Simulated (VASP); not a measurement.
Input of a VASP 6.6.1 run:

INCAR

```
PREC = Accurate
ENCUT = 520
EDIFF = 1E-6
ISMEAR = -1
SIGMA = 0.05
LREAL = False
LASPH = True
NELM = 150
ALGO = Fast
ISIF = 2
LWAVE = False
LCHARG = False
ISPIN = 2
MAGMOM = 1 1 1 0
LORBIT = 11
LMAXMIX = 4
GGA = PE
IVDW = 12
NBANDS = 29
```

The input KPOINTS:

```
Automatic mesh
0
Gamma
  8 8 8
```

The input POSCAR:

```
SiNi3
1.0
    3.4654470810      0.0000000000      0.0000000000
    0.0000000000      3.4654470810      0.0000000000
    0.0000000000      0.0000000000      3.4654470810
Ni Si
3 1
Direct
    0.5000000000      0.5000000000      0.0000000000
    0.5000000000      0.0000000000      0.5000000000
    0.0000000000      0.5000000000      0.5000000000
    0.0000000000      0.0000000000      0.0000000000
```

Potentials or basis: VASP PAW PBE potentials, release 64 (Ni, Si).

Launch:

```sh
$ cat potpaw_PBE.64/Ni/POTCAR potpaw_PBE.64/Si/POTCAR > POTCAR
$ mpirun -np 1 vasp_std > vasp.out
```

(1) Predict the dispersion energy per atom.

(2) What does it give for the band gap on the k mesh?

(3) What does it give for the net moment?

Answers

(1) -0.512 eV.

(2) zero (filled and empty bands overlap).

(3) 0.00 μB per cell.
